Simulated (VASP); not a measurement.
Here is a VASP 6.6.1 calculation.

File INCAR:

```
PREC = Accurate
ENCUT = 520
EDIFF = 1E-6
ISMEAR = 0
SIGMA = 0.001
LREAL = F
LASPH = T
NELM = 60
ALGO = Normal
ISIF = 2
LWAVE = F
LCHARG = F
GGA = PS
NBANDS = 12
```

KPOINTS

```
Automatic mesh
0
Gamma
  16 16 16
```

File POSCAR:

```
Ag
1.0
    2.6853619988      0.0000000000      0.0000000000
    0.0000000000      2.6853619988      0.0000000000
    0.0000000000      0.0000000000      2.6853619988
Ag
1
Direct
    0.0000000000      0.0000000000      0.0000000000
```

Potentials or basis: VASP PAW PBE potentials, release 64 (Ag).

Launch:

```bash
$ cat potpaw_PBE.64/Ag/POTCAR > POTCAR
$ mpirun -np 1 vasp_std > vasp.out
```

Problem. Predict the pressure.

Solution. -0.2 GPa.

Caveat: the PAW data sets were made with another functional, which shifts forces and pressure a little.
